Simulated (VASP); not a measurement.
Al, 1 atom in the cell. It takes space group Fm-3m (No. 225, cubic). The conventional cell has a = 4.016 Å, b = 4.016 Å, c = 4.016 Å, α = 90.00°, β = 90.00°, γ = 90.00°. Al (site symmetry m-3m) has 12 Al at 2.84 Å within 3.7 Å. 

* Program: VASP 6.6.1
* Task: single point
* Functional: PBEsol
* Potentials or basis: VASP PAW PBE potentials, release 64 (Al)
* Cutoff: 520 eV
* k mesh: 18 × 18 × 18
* Occupations: fermi-dirac, width 0.08 eV
* Spin: no spin polarisation
* Dipole correction: no
* Further INCAR settings: ALGO = Normal; EDIFF = 1e-07; NBANDS = 8

Potentials or basis: VASP PAW PBE potentials, release 64 (Al).

Launch:

```console
$ cat potpaw_PBE.64/Al/POTCAR > POTCAR
$ mpirun -np 1 vasp_std > vasp.out
```

Hardware: 1 thread of Intel(R) Xeon(R) 6975P-C (Granite Rapids), with other jobs on the host.

Task: Estimate the wall time of this run.

Result: Wall time 6.8 s on 1 thread of Intel(R) Xeon(R) 6975P-C (Granite Rapids) (shared host), peak memory 0.14 GiB. Counts: scf iterations 11, k points 195.
